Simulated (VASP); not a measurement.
# Li (Im-3m) in VASP: notebook

Runs on Li. Level: PBE. Tasks: single point, relaxation of cell and atoms.

Program: VASP 6.6.1. These are calculated values, not measurements. Logs are shortened: lines on timing, memory, paths and dates and some standing lists are left out, and cuts for length are marked.

### 1 The cell of the first run

It takes space group Im-3m (No. 229, cubic). The conventional cell has a = 3.375 Å, b = 3.375 Å, c = 3.375 Å, α = 90.00°, β = 90.00°, γ = 90.00°. Within 3.8 Å of Li (site symmetry m-3m) lie 14 Li at 2.92 to 3.38 Å.

### 2 Single point, PBE (volume scaled by 0.95)

INCAR

```
SYSTEM = Li
  ALGO = Normal
  EDIFF = 1E-6
  ENCUT = 750
  GGA = PE
  GGA_COMPAT = .False.
  ISIF = 2
  ISMEAR = -1
  LASPH = .True.
  LCHARG = .False.
  LREAL = .False.
  LWAVE = .False.
  NBANDS = 8
  NELM = 120
  PREC = Accurate
  SIGMA = 0.1
```

KPOINTS

```
k-points
0
Gamma
  17 17 17
  0 0 0
```

POSCAR

```
Li
1.0
   -1.6875105804      1.6875105804      1.6875105804
    1.6875105804     -1.6875105804      1.6875105804
    1.6875105804      1.6875105804     -1.6875105804
Li
1
Direct
    0.0000000000      0.0000000000      0.0000000000
```

Potentials or basis: VASP PAW PBE potentials, release 64 (Li_sv).

The run is started by

```bash
cat potpaw_PBE.64/Li_sv/POTCAR > POTCAR
mpirun -np 1 vasp_std > vasp.out
```

OUTCAR:

```text
SYSTEM = Li
   EDIFF = 1E-6
   ENCUT = 750
   GGA = PE
   ISIF = 2
   ISMEAR = -1
   LASPH = .True.
   LREAL = .False.
   NELM = 120
   PREC = Accurate

 ion  position               nearest neighbor table
   1  0.000  0.000  0.000-

  LATTYP: Found a body centered cubic cell.
 ALAT       =     3.3750211608

  Lattice vectors:

 A1 = (  -1.6875105804,   1.6875105804,   1.6875105804)
 A2 = (   1.6875105804,  -1.6875105804,   1.6875105804)
 A3 = (   1.6875105804,   1.6875105804,  -1.6875105804)

Analysis of symmetry for initial positions (statically):
=====================================================================
 Subroutine PRICEL returns:
 Original cell was already a primitive cell.

 Routine SETGRP: Setting up the symmetry group for a
 body centered cubic supercell.

 Subroutine GETGRP returns: Found 48 space group operations
 (whereof 48 operations were pure point group operations)
 out of a pool of 48 trial point group operations.

The static configuration has the point symmetry O_h .

Analysis of symmetry for dynamics (positions and initial velocities):
=====================================================================
 Subroutine PRICEL returns:
 Original cell was already a primitive cell.

 Routine SETGRP: Setting up the symmetry group for a
 body centered cubic supercell.

 Subroutine GETGRP returns: Found 48 space group operations
 (whereof 48 operations were pure point group operations)
 out of a pool of 48 trial point group operations.

The dynamic configuration has the point symmetry O_h .

 Subroutine INISYM returns: Found 48 space group operations
 (whereof 48 operations are pure point group operations),
 and found     1 'primitive' translations

----------------------------------------------------------------------------------------

                                     Primitive cell

  volume of cell :      19.2220

  direct lattice vectors                    reciprocal lattice vectors
    -1.687510580  1.687510580  1.687510580     0.000000000  0.296294439  0.296294439
     1.687510580 -1.687510580  1.687510580     0.296294439  0.000000000  0.296294439
     1.687510580  1.687510580 -1.687510580     0.296294439  0.296294439  0.000000000

  length of vectors
     2.922854064  2.922854064  2.922854064     0.419023613  0.419023613  0.419023613

  position of ions in fractional coordinates (direct lattice)
     0.000000000  0.000000000  0.000000000

  ion indices of the primitive-cell ions
   primitive index   ion index
                 1           1

----------------------------------------------------------------------------------------

 KPOINTS: k-points

Automatic generation of k-mesh.
 Grid dimensions read from file:
 generate k-points for:   17   17   17

 Generating k-lattice:

  Cartesian coordinates                     Fractional coordinates (reciprocal lattice)
     0.000000000  0.017429085  0.017429085     0.058823529  0.000000000  0.000000000
     0.017429085  0.000000000  0.017429085     0.000000000  0.058823529  0.000000000
     0.017429085  0.017429085  0.000000000     0.000000000  0.000000000  0.058823529

  Length of vectors
     0.024648448  0.024648448  0.024648448

  Shift w.r.t. Gamma in fractional coordinates (k-lattice)
     0.000000000  0.000000000  0.000000000

 Subroutine IBZKPT returns following result:
 ===========================================

 Found    165 irreducible k-points:

 Following reciprocal coordinates:
            Coordinates               Weight
  0.000000  0.000000  0.000000      1.000000
  0.058824  0.000000  0.000000     12.000000
  0.117647  0.000000  0.000000     12.000000
  0.176471  0.000000  0.000000     12.000000
  0.235294  0.000000  0.000000     12.000000
  0.294118  0.000000  0.000000     12.000000
[... 16 lines left out ...]
  0.411765  0.117647  0.000000     48.000000
  0.176471  0.176471  0.000000     24.000000
 [... further k-points ...]
   k-points           NKPTS =    165   k-points in BZ     NKDIM =    165   number of bands    NBANDS=      8
   number of dos      NEDOS =    301   number of ions     NIONS =      1
   total plane-waves  NPLWV =  21952
   dimension x,y,z NGX =    28 NGY =   28 NGZ =   28
   dimension x,y,z NGXF=    56 NGYF=   56 NGZF=   56
   ions per type =               1
   NGX,Y,Z   is equivalent  to a cutoff of  15.93, 15.93, 15.93 a.u.
   NGXF,Y,Z  is equivalent  to a cutoff of  31.85, 31.85, 31.85 a.u.
 SYSTEM =  Li
   PREC   = accura    normal or accurate (medium, high low for compatibility)
   ISTART =      0    job   : 0-new  1-cont  2-samecut
   ICHARG =      2    charge: 1-file 2-atom 10-const
   ISPIN  =      1    spin polarized calculation?
   LNONCOLLINEAR =      F non collinear calculations
   LSORBIT =      F    spin-orbit coupling
   LASPH  =      T    aspherical Exc in radial PAW
   ENCUT  =  750.0 eV  55.12 Ry    7.42 a.u.   6.53  6.53  6.53*2*pi/ulx,y,z
   NELM   =    120;   NELMIN=  2; NELMDL= -5     # of ELM steps
   EDIFF  = 0.1E-05   stopping-criterion for ELM
   LREAL  =      F    real-space projection
   EDIFFG = 0.1E-04   stopping-criterion for IOM
   NSW    =      0    number of steps for IOM
   IBRION =     -1    ionic relax: 0-MD 1-quasi-New 2-CG
   NFREE  =      0    steps in history (QN), initial steepest desc. (CG)
   ISIF   =      2    stress and relaxation
   ISYM   =      2    0-nonsym 1-usesym 2-fastsym
   POTIM  = 0.5000    time-step for ionic-motion
   TEBEG  =    0.0;   TEEND  =   0.0 temperature during run
   PSTRESS=    0.0 pullay stress
   NELECT =       3.0000    total number of electrons
   NUPDOWN=      -1.0000    fix difference up-down
   EMIN   =  10.00;   EMAX   =-10.00  energy-range for DOS
   EFERMI =   0.00;   METHOD = LEGACY
   ISMEAR =    -1;   SIGMA  =   0.10  broadening in eV -4-tet -1-fermi 0-gaus
   EFERMI_NEDOS =   21; number of points for ismear=-14 and -15
   IALGO  =     38    algorithm
   IMIX   =      4    mixing-type and parameters
     AMIX     =   0.40;   BMIX     =  1.00
     AMIX_MAG =   1.60;   BMIX_MAG =  1.00
  volume/ion in A,a.u.               =      19.22       129.72
  Fermi-wavevector in a.u.,A,eV,Ry     =   0.881418  1.665639 10.570343  0.776898
  Thomas-Fermi vector in A             =   2.001912
   LORBIT       =      0    0 simple, 1 ext, 2 COOP (PROOUT), +10 PAW based schemes
   GGA     = PE    functional components
   LHFCALC =     F    Hartree Fock is set to
   AEXX    =    0.0000 exact exchange contribution
   IVDW    =     0    specifies the selected vdW correction
   LEPSILON=     F    determine dielectric tensor
   LRPA    =     F    only Hartree local field effects (RPA)
 non-spin polarized calculation
  energy-cutoff  :      750.00
  volume of cell :       19.22
 maximum number of plane-waves:       935
 NGX is ok and might be reduce to    28
   NGX = 13   NGY = 13   NGZ = 13

 number of electron       2.9999998 magnetization

 Free energy of the ion-electron system (eV)
  ---------------------------------------------------
  ext. energy  EPLUGINS =         0.00000000
  ---------------------------------------------------
  free energy    TOTEN  =        -1.90966621 eV

  energy without entropy =       -1.89324651  energy(sigma->0) =       -1.90145636

 E-fermi :   0.7895     XC(G=0):  -7.1748

 val. band max:        0.7553118737   @ k =   0.1765   0.1765   0.1765
 cond. band min:       0.8076290944   @ k =   0.2353   0.1765   0.1176
 fundamental gap:      0.0523172207
 Fermi energy:         0.7894682829

 k-point     1 :       0.0000    0.0000    0.0000
  band No.  band energies     occupation
      1     -45.6563      2.00000
      2      -2.8651      2.00000
      3      15.9474      0.00000
      4      15.9474      0.00000
      5      15.9474      0.00000
      6      20.8284      0.00000
      7      20.8284      0.00000
      8      20.8284      0.00000

 k-point     2 :       0.0588    0.0000    0.0000
  band No.  band energies     occupation
      1     -45.6555      2.00000
      2      -2.7980      2.00000
      3      15.4824      0.00000
      4      15.5922      0.00000
      5      15.8256      0.00000
      6      19.7059      0.00000
      7      19.8943      0.00000
      8      21.0963      0.00000

 k-point     3 :       0.1176    0.0000    0.0000
  band No.  band energies     occupation
      1     -45.6532      2.00000
      2      -2.5973      2.00000
      3      14.1080      0.00000
      4      14.8176      0.00000
      5      15.4776      0.00000
      6      18.6518      0.00000
      7      18.6807      0.00000
      8      20.6735      0.00000

 k-point     4 :       0.1765    0.0000    0.0000
  band No.  band energies     occupation
      1     -45.6496      2.00000
      2      -2.2622      2.00000
      3      12.2305      0.00000
      4      13.9702      0.00000
      5      14.9743      0.00000
      6      17.6069      0.00000
      7      18.2220      0.00000
      8      20.6704      0.00000

 k-point     5 :       0.2353    0.0000    0.0000
  band No.  band energies     occupation
      1     -45.6454      2.00000
      2      -1.7938      2.00000
      3      10.2739      0.00000
      4      13.1958      0.00000
      5      14.4227      0.00000
      6      16.7044      0.00000
      7      18.1052      0.00000
      8      21.0101      0.00000
[... 177 lines left out ...]
 k-point    22 :       0.3529    0.1176    0.0000
  band No.  band energies     occupation
      1     -45.6333      2.00000
      2       0.5102      1.88452
      3       5.3618      0.00000
      4      10.2982      0.00000
      5      12.2207      0.00000
      6      17.3768      0.00000
      7      18.9716      0.00000
      8      23.1561      0.00000

 k-point    23 :       0.4118    0.1176    0.0000
  band No.  band energies     occupation
      1     -45.6318      2.00000
      2       1.1655      0.04551
      3       4.3795      0.00000
      4      10.1373      0.00000
      5      12.0676      0.00000
      6      17.2506      0.00000
      7      19.1659      0.00000
      8      23.9104      0.00000

 k-point    24 :       0.1765    0.1765    0.0000
  band No.  band energies     occupation
      1     -45.6401      2.00000
      2      -1.0531      2.00000
      3       9.0600      0.00000
      4      10.4428      0.00000
      5      12.9703      0.00000
      6      18.1875      0.00000
      7      18.8301      0.00000
      8      21.8446      0.00000

 [... further k-points ...]
[... 5 lines left out ...]
  --------------------------------------------------------------------------------------
  -------------------------------------------------------------------------------------
  Total        0.0819541      0.0819541      0.0819541      0.0000000      0.0000000     -0.0000000
  in kB        6.8309612      6.8309612      6.8309612      0.0000000      0.0000000     -0.0000000
  external PRESSURE =       6.8309612 kB  Pullay stress =       0.0000000 kB

 VOLUME and BASIS-vectors are now :
 -----------------------------------------------------------------------------
  energy-cutoff  :      750.00
  volume of cell :       19.22
      direct lattice vectors                 reciprocal lattice vectors
    -1.687510580  1.687510580  1.687510580     0.000000000  0.296294439  0.296294439
     1.687510580 -1.687510580  1.687510580     0.296294439  0.000000000  0.296294439
     1.687510580  1.687510580 -1.687510580     0.296294439  0.296294439  0.000000000

 POSITION                                       TOTAL-FORCE (eV/Angst)
 -----------------------------------------------------------------------------------
      0.00000      0.00000      0.00000         0.000000     -0.000000      0.000000
 -----------------------------------------------------------------------------------
    total drift:                               -0.000000     -0.000000     -0.000000

  FREE ENERGIE OF THE ION-ELECTRON SYSTEM (eV)
  ---------------------------------------------------
  free  energy   TOTEN  =        -1.9096662090 eV

  energy  without entropy=       -1.8932465082  energy(sigma->0) =       -1.90145636
```

It took 25 s on 1 thread of Intel Xeon Platinum 8259CL at 2.50GHz (Skylake/Cascade Lake), shared host; peak memory 0.17 GiB.

What came out:

- Free energy: -1.9097 eV
- Pressure: 0.7 GPa

Levels at points of the mesh, in eV from the Fermi level:
| k point | band 1 | band 2 | band 3 | band 4 | band 5 | band 6 |
| --- | --- | --- | --- | --- | --- | --- |
| (0.00, 0.00, 0.00) | -46.45 | -3.65 | 15.16 | 15.16 | 15.16 | 20.04 |

Caveat: the cell differs from its parent crystal (volume scaled by 0.95).

### 3 Single point, PBE

This run uses another cell than the first one, of 20.23 Å³/atom, 1.053 times its volume.

INCAR

```
  PREC = Accurate
  ENCUT = 750
  EDIFF = 1E-6
  ISMEAR = -1
  SIGMA = 0.1
  LREAL = False
  LASPH = True
  NELM = 120
  ALGO = Normal
  ISIF = 2
  LWAVE = False
  LCHARG = False
  GGA = PE
  NBANDS = 8
  GGA_COMPAT = False
```

KPOINTS

```
regular mesh
0
Gamma
  17 17 17
```

POSCAR

```
Li
1.0
   -1.7166113092      1.7166113092      1.7166113092
    1.7166113092     -1.7166113092      1.7166113092
    1.7166113092      1.7166113092     -1.7166113092
Li
1
Direct
    0.0000000000      0.0000000000      0.0000000000
```

Potentials or basis: VASP PAW PBE potentials, release 64 (Li_sv).

The run is started by

```bash
cat potpaw_PBE.64/Li_sv/POTCAR > POTCAR
mpirun -np 1 vasp_std > vasp.out
```

It took 22 s on 1 thread of Intel Xeon Platinum 8259CL at 2.50GHz (Skylake/Cascade Lake), shared host; peak memory 0.16 GiB.

The run converged. Its results:

- Free energy: -1.9123 eV
- Pressure: -0.1 GPa

Levels at points of the mesh, in eV from the Fermi level:
| k point | band 1 | band 2 | band 3 | band 4 | band 5 |
| --- | --- | --- | --- | --- | --- |
| (0.00, 0.00, 0.00) | -46.53 | -3.59 | 14.61 | 14.61 | 14.61 |

### 4 Single point, PBE

This run uses another cell than the first one, of 20.23 Å³/atom, 1.053 times its volume.

INCAR

```
SYSTEM = Li
ALGO     = Normal         ! electronic algorithm
EDIFF    = 1E-6           ! SCF threshold, eV
ENCUT    = 750            ! plane-wave cutoff, eV
GGA      = PE             ! functional
GGA_COMPAT= .FALSE.      
ISIF     = 2              ! what is computed and relaxed
ISMEAR   = -1             ! smearing method
LASPH    = .TRUE.         ! aspherical terms in the spheres
LCHARG   = .TRUE.         ! write CHGCAR
LELF     = .TRUE.         ! ELF
LREAL    = .FALSE.        ! projectors in reciprocal space
LVHAR    = .TRUE.       
LWAVE    = .FALSE.        ! write WAVECAR
NBANDS   = 8              ! bands
NELM     = 120            ! most SCF steps
PREC     = Accurate       ! precision mode
SIGMA    = 0.1            ! smearing width, eV
```

KPOINTS

```
k-points
0
G
  17 17 17
  0 0 0
```

POSCAR is that of step 3.

The run is started by

```bash
cat potpaw_PBE.64/Li_sv/POTCAR > POTCAR
mpirun -np 1 vasp_std > vasp.out
```

Run time: 27 s. Hardware: 1 thread of Intel Xeon Platinum 8259CL at 2.50GHz (Skylake/Cascade Lake), shared host; peak memory 0.17 GiB.

Results (log left out):

```
Free energy : -1.9123 eV
Pressure    : -0.1 GPa
```

Levels at points of the mesh, in eV from the Fermi level:
```csv
k point,band 1,band 2,band 3,band 4,band 5
"(0.00, 0.00, 0.00)",-46.53,-3.59,14.61,14.61,14.61
```

### 5 Relaxation of cell and atoms, PBE

This run uses another cell than the first one, of 20.19 Å³/atom, 1.050 times its volume.

INCAR

```
SYSTEM = Li
PREC = Accurate
ENCUT = 750
EDIFF = 1E-7
ISMEAR = -1
SIGMA = 0.1
LREAL = .FALSE.
LASPH = .TRUE.
NELM = 120
ALGO = Normal
ISIF = 3
LWAVE = .FALSE.
LCHARG = .FALSE.
GGA = PE
IBRION = 2
NSW = 60
EDIFFG = -0.005
GGA_COMPAT = .FALSE.
NELMIN = 4
```

KPOINTS

```
Automatic mesh
0
G
  17 17 17
  0 0 0
```

POSCAR

```
Li
1.0
   -1.7154021332      1.7154021332      1.7154021332
    1.7154021332     -1.7154021332      1.7154021332
    1.7154021332      1.7154021332     -1.7154021332
Li
1
Direct
    0.0000000000      0.0000000000      0.0000000000
```

The run is started by

```bash
cat potpaw_PBE.64/Li_sv/POTCAR > POTCAR
mpirun -np 1 vasp_std > vasp.out
```

Wall time 43 s (1 thread of Intel Xeon Platinum 8259CL at 2.50GHz (Skylake/Cascade Lake), shared host); peak memory 0.16 GiB.

Results (log left out):

| Property | Result |
| --- | --- |
| Free energy | -1.9123 eV |
| Relaxed volume | 20.11 Å³/atom |
| Relaxed cell | a = 2.967 Å, b = 2.967 Å, c = 2.967 Å, α = 109.47°, β = 109.47°, γ = 109.47° |
| Space group after relaxing (to 0.05 Å) | Im-3m (No. 229) |
| Energy gained by relaxing | 0.0 meV/atom |
| Ionic steps | 3 |
| Pressure after relaxing | 0.0 GPa |

Final structure:
```xyz
1
Lattice="-1.7131 1.7131 1.7131 1.7131 -1.7131 1.7131 1.7131 1.7131 -1.7131" Properties=species:S:1:pos:R:3 pbc="T T T"
Li    0.0000    0.0000    0.0000
```

Levels at points of the mesh, in eV from the Fermi level:
```tsv
k point	band 1	band 2	band 3	band 4	band 5
(0.00, 0.00, 0.00)	-46.52	-3.59	14.68	14.68	14.68
```

### 6 Summary

```csv
task,cell,gap on the mesh (eV),pressure (GPa)
single point,"a = 2.923 Å, angles 109.5°, 1 atom",none,0.7
single point,"a = 2.973 Å, angles 109.5°, 1 atom",none,-0.1
relaxation of cell and atoms,"relaxed from a = 2.971 Å, angles 109.5°, 1 atom",none,0.0
```

Alike in all rows: level PBE; potentials or basis VASP PAW PBE potentials, release 64 (Li_sv); no spin polarisation; k mesh 17 × 17 × 17; cutoff (eV) 750; smearing fermi-dirac 0.1 eV.

Absolute energies hang on the potentials; compare differences alone.
